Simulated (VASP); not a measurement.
# Ge (Im-3m) in VASP: a series of runs

Runs on Ge. Level: PBE. Tasks: single point, relaxation of cell and atoms.

Program: VASP 6.6.1. These are calculated values, not measurements. Logs are shortened: lines on timing, memory, paths and dates and some standing lists are left out, and cuts for length are marked.

### Step 1. The cell of the first run

Symmetry: Im-3m, No. 229, cubic system. The conventional cell has a = 3.161 Å, b = 3.161 Å, c = 3.161 Å, α = 90.00°, β = 90.00°, γ = 90.00°. Within 3.6 Å of Ge (site symmetry m-3m) lie 14 Ge at 2.74 to 3.16 Å.

### Step 2. Single point, PBE

Contents of INCAR:

```
SYSTEM = Ge
ALGO = Normal ; EDIFF = 1E-7
ENCUT = 520 ; GGA = PE
ISIF = 2 ; ISMEAR = 1
LASPH = .TRUE. ; LCHARG = .FALSE.
LREAL = .FALSE. ; LWAVE = .FALSE.
NBANDS = 13 ; NELM = 100
PREC = Accurate ; SIGMA = 0.05
```

Contents of KPOINTS:

```
k-points
0
G
  17 17 17
  0 0 0
```

Contents of POSCAR:

```
Ge
1.0
    1.5805496594      1.5805496594      1.5805496594
   -1.5805496594      1.5805496594      1.5805496594
   -1.5805496594     -1.5805496594      1.5805496594
Ge
1
Direct
    0.0000000000      0.0000000000      0.0000000000
```

Potentials or basis: VASP PAW PBE potentials, release 64 (Ge_d).

On the command line:

```console
> cat potpaw_PBE.64/Ge_d/POTCAR > POTCAR
> mpirun -np 1 vasp_std > vasp.out
```

OUTCAR:

```text
SYSTEM = Ge
   EDIFF = 1E-7
   ENCUT = 520
   GGA = PE
   ISIF = 2
   ISMEAR = 1
   LASPH = .TRUE.
   LREAL = .FALSE.
   NELM = 100
   PREC = Accurate

 ion  position               nearest neighbor table
   1  0.000  0.000  0.000-

  LATTYP: Found a body centered cubic cell.
 ALAT       =     3.1610993188

  Lattice vectors:

 A1 = (   1.5805496594,  -1.5805496594,  -1.5805496594)
 A2 = (   1.5805496594,   1.5805496594,   1.5805496594)
 A3 = (  -1.5805496594,  -1.5805496594,   1.5805496594)

Analysis of symmetry for initial positions (statically):
=====================================================================
 Subroutine PRICEL returns:
 Original cell was already a primitive cell.

 Routine SETGRP: Setting up the symmetry group for a
 body centered cubic supercell.

 Subroutine GETGRP returns: Found 48 space group operations
 (whereof 48 operations were pure point group operations)
 out of a pool of 48 trial point group operations.

The static configuration has the point symmetry O_h .

Analysis of symmetry for dynamics (positions and initial velocities):
=====================================================================
 Subroutine PRICEL returns:
 Original cell was already a primitive cell.

 Routine SETGRP: Setting up the symmetry group for a
 body centered cubic supercell.

 Subroutine GETGRP returns: Found 48 space group operations
 (whereof 48 operations were pure point group operations)
 out of a pool of 48 trial point group operations.

The dynamic configuration has the point symmetry O_h .

 Subroutine INISYM returns: Found 48 space group operations
 (whereof 48 operations are pure point group operations),
 and found     1 'primitive' translations

----------------------------------------------------------------------------------------

                                     Primitive cell

  volume of cell :      15.7937

  direct lattice vectors                    reciprocal lattice vectors
     1.580549659  1.580549659  1.580549659     0.316345644  0.000000000  0.316345644
    -1.580549659  1.580549659  1.580549659    -0.316345644  0.316345644  0.000000000
    -1.580549659 -1.580549659  1.580549659     0.000000000 -0.316345644  0.316345644

  length of vectors
     2.737592314  2.737592314  2.737592314     0.447380300  0.447380300  0.447380300

  position of ions in fractional coordinates (direct lattice)
     0.000000000  0.000000000  0.000000000

  ion indices of the primitive-cell ions
   primitive index   ion index
                 1           1

----------------------------------------------------------------------------------------

 KPOINTS: k-points

Automatic generation of k-mesh.
 Grid dimensions read from file:
 generate k-points for:   17   17   17

 Generating k-lattice:

  Cartesian coordinates                     Fractional coordinates (reciprocal lattice)
     0.018608567  0.000000000  0.018608567     0.058823529  0.000000000  0.000000000
    -0.018608567  0.018608567  0.000000000     0.000000000  0.058823529  0.000000000
     0.000000000 -0.018608567  0.018608567     0.000000000  0.000000000  0.058823529

  Length of vectors
     0.026316488  0.026316488  0.026316488

  Shift w.r.t. Gamma in fractional coordinates (k-lattice)
     0.000000000  0.000000000  0.000000000

 Subroutine IBZKPT returns following result:
 ===========================================

 Found    165 irreducible k-points:

 Following reciprocal coordinates:
            Coordinates               Weight
  0.000000  0.000000  0.000000      1.000000
  0.058824  0.000000  0.000000     12.000000
  0.117647  0.000000  0.000000     12.000000
  0.176471  0.000000  0.000000     12.000000
  0.235294  0.000000  0.000000     12.000000
  0.294118  0.000000  0.000000     12.000000
[... 16 lines left out ...]
 -0.470588  0.117647 -0.000000     48.000000
  0.352941  0.176471  0.000000     24.000000
 [... further k-points ...]
   k-points           NKPTS =    165   k-points in BZ     NKDIM =    165   number of bands    NBANDS=     13
   number of dos      NEDOS =    301   number of ions     NIONS =      1
   total plane-waves  NPLWV =   8000
   dimension x,y,z NGX =    20 NGY =   20 NGZ =   20
   dimension x,y,z NGXF=    40 NGYF=   40 NGZF=   40
   ions per type =               1
   NGX,Y,Z   is equivalent  to a cutoff of  12.15, 12.15, 12.15 a.u.
   NGXF,Y,Z  is equivalent  to a cutoff of  24.29, 24.29, 24.29 a.u.
 SYSTEM =  Ge
   PREC   = accura    normal or accurate (medium, high low for compatibility)
   ISTART =      0    job   : 0-new  1-cont  2-samecut
   ICHARG =      2    charge: 1-file 2-atom 10-const
   ISPIN  =      1    spin polarized calculation?
   LNONCOLLINEAR =      F non collinear calculations
   LSORBIT =      F    spin-orbit coupling
   LASPH  =      T    aspherical Exc in radial PAW
   ENCUT  =  520.0 eV  38.22 Ry    6.18 a.u.   5.09  5.09  5.09*2*pi/ulx,y,z
   NELM   =    100;   NELMIN=  2; NELMDL= -5     # of ELM steps
   EDIFF  = 0.1E-06   stopping-criterion for ELM
   LREAL  =      F    real-space projection
   EDIFFG = 0.1E-05   stopping-criterion for IOM
   NSW    =      0    number of steps for IOM
   IBRION =     -1    ionic relax: 0-MD 1-quasi-New 2-CG
   NFREE  =      0    steps in history (QN), initial steepest desc. (CG)
   ISIF   =      2    stress and relaxation
   ISYM   =      2    0-nonsym 1-usesym 2-fastsym
   POTIM  = 0.5000    time-step for ionic-motion
   TEBEG  =    0.0;   TEEND  =   0.0 temperature during run
   PSTRESS=    0.0 pullay stress
   NELECT =      14.0000    total number of electrons
   NUPDOWN=      -1.0000    fix difference up-down
   EMIN   =  10.00;   EMAX   =-10.00  energy-range for DOS
   EFERMI =   0.00;   METHOD = LEGACY
   ISMEAR =     1;   SIGMA  =   0.05  broadening in eV -4-tet -1-fermi 0-gaus
   EFERMI_NEDOS =   21; number of points for ismear=-14 and -15
   IALGO  =     38    algorithm
   IMIX   =      4    mixing-type and parameters
     AMIX     =   0.40;   BMIX     =  1.00
     AMIX_MAG =   1.60;   BMIX_MAG =  1.00
  volume/ion in A,a.u.               =      15.79       106.58
  Fermi-wavevector in a.u.,A,eV,Ry     =   1.572616  2.971813 33.648857  2.473121
  Thomas-Fermi vector in A             =   2.674024
   LORBIT       =      0    0 simple, 1 ext, 2 COOP (PROOUT), +10 PAW based schemes
   GGA     = PE    functional components
   LHFCALC =     F    Hartree Fock is set to
   AEXX    =    0.0000 exact exchange contribution
   IVDW    =     0    specifies the selected vdW correction
   LEPSILON=     F    determine dielectric tensor
   LRPA    =     F    only Hartree local field effects (RPA)
 non-spin polarized calculation
 Methfessel and Paxton  Order N= 1 SIGMA  =   0.05
  energy-cutoff  :      520.00
  volume of cell :       15.79
 maximum number of plane-waves:       438
   NGX = 11   NGY = 11   NGZ = 11

 number of electron      13.9999975 magnetization

 Free energy of the ion-electron system (eV)
  ---------------------------------------------------
  ext. energy  EPLUGINS =         0.00000000
  ---------------------------------------------------
  free energy    TOTEN  =        -4.00593111 eV

  energy without entropy =       -4.00599633  energy(sigma->0) =       -4.00595285

 E-fermi :   8.7372     XC(G=0): -12.2229

 val. band max:        8.7163505018   @ k =   0.4706   0.4706   0.4706
 cond. band min:       8.9327132789   @ k =   0.4706   0.3529   0.3529
 fundamental gap:      0.2163627771
 Fermi energy:         8.7372478898

 k-point     1 :       0.0000    0.0000    0.0000
  band No.  band energies     occupation
      1     -16.0019      2.00000
      2     -16.0019      2.00000
      3     -16.0019      2.00000
      4     -15.8589      2.00000
      5     -15.8589      2.00000
      6      -5.9196      2.00000
      7      20.0533      0.00000
      8      20.0533      0.00000
      9      20.0533      0.00000
     10      25.2734      0.00000
     11      25.2734      0.00000
     12      25.2734      0.00000
     13      26.8065      0.00000

 k-point     2 :       0.0588    0.0000    0.0000
  band No.  band energies     occupation
      1     -16.0037      2.00000
      2     -15.9998      2.00000
      3     -15.9943      2.00000
      4     -15.8609      2.00000
      5     -15.8590      2.00000
      6      -5.8146      2.00000
      7      19.1129      0.00000
      8      19.5487      0.00000
      9      19.9086      0.00000
     10      24.3372      0.00000
     11      24.4074      0.00000
     12      25.9639      0.00000
     13      26.1279      0.00000

 k-point     3 :       0.1176    0.0000    0.0000
  band No.  band energies     occupation
      1     -16.0090      2.00000
      2     -15.9944      2.00000
      3     -15.9725      2.00000
      4     -15.8662      2.00000
      5     -15.8594      2.00000
      6      -5.4991      2.00000
      7      16.9379      0.00000
      8      18.4890      0.00000
      9      19.4944      0.00000
     10      23.0868      0.00000
     11      23.1425      0.00000
     12      25.6885      0.00000
     13      26.8807      0.00000
[... 305 lines left out ...]
 k-point    23 :      -0.4706    0.1176   -0.0000
  band No.  band energies     occupation
      1     -16.0440      2.00000
      2     -15.9922      2.00000
      3     -15.8690      2.00000
      4     -15.8672      2.00000
      5     -15.7877      2.00000
      6       0.9819      2.00000
      7       3.2330      2.00000
      8      11.7206      0.00000
      9      15.2174      0.00000
     10      20.4056      0.00000
     11      23.1757      0.00000
     12      28.5967      0.00000
     13      30.3758      0.00000

 k-point    24 :       0.3529    0.1765    0.0000
  band No.  band energies     occupation
      1     -16.0216      2.00000
      2     -15.9830      2.00000
      3     -15.8840      2.00000
      4     -15.8712      2.00000
      5     -15.8535      2.00000
      6      -3.0721      2.00000
      7      10.4752      0.00000
      8      12.0140      0.00000
      9      16.2611      0.00000
     10      22.2885      0.00000
     11      23.0960      0.00000
     12      27.1244      0.00000
     13      29.2284      0.00000

 [... further k-points ...]
[... 5 lines left out ...]
  --------------------------------------------------------------------------------------
  -------------------------------------------------------------------------------------
  Total        1.9803302      1.9803302      1.9803302     -0.0000000      0.0000000     -0.0000000
  in kB      200.8925154    200.8925154    200.8925154     -0.0000000      0.0000000     -0.0000000
  external PRESSURE =     200.8925154 kB  Pullay stress =       0.0000000 kB

 VOLUME and BASIS-vectors are now :
 -----------------------------------------------------------------------------
  energy-cutoff  :      520.00
  volume of cell :       15.79
      direct lattice vectors                 reciprocal lattice vectors
     1.580549659  1.580549659  1.580549659     0.316345644  0.000000000  0.316345644
    -1.580549659  1.580549659  1.580549659    -0.316345644  0.316345644  0.000000000
    -1.580549659 -1.580549659  1.580549659     0.000000000 -0.316345644  0.316345644

 POSITION                                       TOTAL-FORCE (eV/Angst)
 -----------------------------------------------------------------------------------
      0.00000      0.00000      0.00000        -0.000000      0.000000     -0.000000
 -----------------------------------------------------------------------------------
    total drift:                               -0.000000      0.000000      0.000000

  FREE ENERGIE OF THE ION-ELECTRON SYSTEM (eV)
  ---------------------------------------------------
  free  energy   TOTEN  =        -4.0059311128 eV

  energy  without entropy=       -4.0059963345  energy(sigma->0) =       -4.00595285
```

Run time: 9.9 s. Hardware: 1 thread of Intel Xeon 6975P-C (Granite Rapids), shared host; peak memory 0.14 GiB.

What came out:

```yaml
Free_energy: -4.0059 eV
Pressure: 20.1 GPa
Band_gap_on_the_k_mesh: zero (band 7 reaches 20.05 eV, above the bottom of band 8 at 5.14 eV)
```

(Continued in part 2 of 2.)
